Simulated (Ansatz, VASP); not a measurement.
**GaN: VASP beside Ansatz**

File POSCAR:

```
GaN
1.0
    3.1800000000      0.0000000000      0.0000000000
   -1.5900000000      2.7539607800      0.0000000000
    0.0000000000      0.0000000000      5.1660000000
Ga N
2 2
Direct
    0.3333333300      0.6666666700      0.0000000000
    0.6666666700      0.3333333300      0.5000000000
    0.3333333300      0.6666666700      0.3750000000
    0.6666666700      0.3333333300      0.8750000000
```

File INCAR.step1:

```
SYSTEM = GaN
PREC = Accurate ; ENCUT = 600
ISMEAR = 0 ; SIGMA = 0.01
LREAL = .False. ; LASPH = .True.
NELM = 80 ; GGA = PE
ALGO = Normal ; EDIFF = 1E-4
LWAVE = .True. ; LCHARG = .False.
```

File INCAR.step2:

```
SYSTEM = GaN
PREC = Accurate ; ENCUT = 600
EDIFF = 1E-6 ; ISMEAR = 0
SIGMA = 0.01 ; LREAL = .False.
LASPH = .True. ; NELM = 80
ALGO = Normal ; ISIF = 3
LWAVE = .False. ; LCHARG = .False.
METAGGA = R2SCAN ; LMIXTAU = .True.
IVDW = 13 ; VDW_S6 = 1.0
VDW_S8 = 0.6018749 ; VDW_A1 = 0.51559235
VDW_A2 = 5.77342911 ; IBRION = 2
NSW = 80 ; EDIFFG = -0.01
ISTART = 1
```

The input KPOINTS:

```
regular mesh
0
Gamma
  12 12 4
  0 0 0
```

Input for Ansatz:

```yaml
crystal:
  lattice:
    - [3.18, 0.0, 0.0]
    - [-1.59, 2.75396078, 0.0]
    - [0.0, 0.0, 5.166]
  atoms:
    - { symbol: Ga, position: [0.33333333, 0.66666667, 0.0] }
    - { symbol: Ga, position: [0.66666667, 0.33333333, 0.5] }
    - { symbol: "N", position: [0.33333333, 0.66666667, 0.375] }
    - { symbol: "N", position: [0.66666667, 0.33333333, 0.8750000000000001] }
basis:
  ecutwfc: 571.4391111657479
kpoints:
  mp_grid:
    grid: [12, 12, 4]
    shift: [0.0, 0.0, 0.0]
hamiltonian:
  xc: r2scan
  dispersion: d4
scf:
  occupations:
    method: fixed
relax:
  max_steps: 60
  cell: {}
```

Alike in both runs: task relaxation of cell and atoms; functional r2SCAN; dispersion D4; k mesh 12 × 12 × 4; no spin polarisation.

|  | VASP | Ansatz |
| --- | --- | --- |
| version | VASP 6.6.1 | Ansatz 0.2.0 |
| potentials or method | VASP PAW PBE potentials, release 64 (Ga_d, N), cutoff 600 eV | plane waves, PAW |
| occupations | gaussian, width 0.01 eV | fixed |
| valence electrons in the cell | 36 | 36 |

Ansatz gave:

- relaxed volume (Å³/atom): 11.25
- relaxed cell length with the largest relative difference (Å): 5.166

Q: Estimate VASP's values.

A: Relaxed volume (Å³/atom): 11.32; relaxed cell length with the largest relative difference (Å): 5.181.

VASP's potentials were made for PBE, not for r2SCAN.
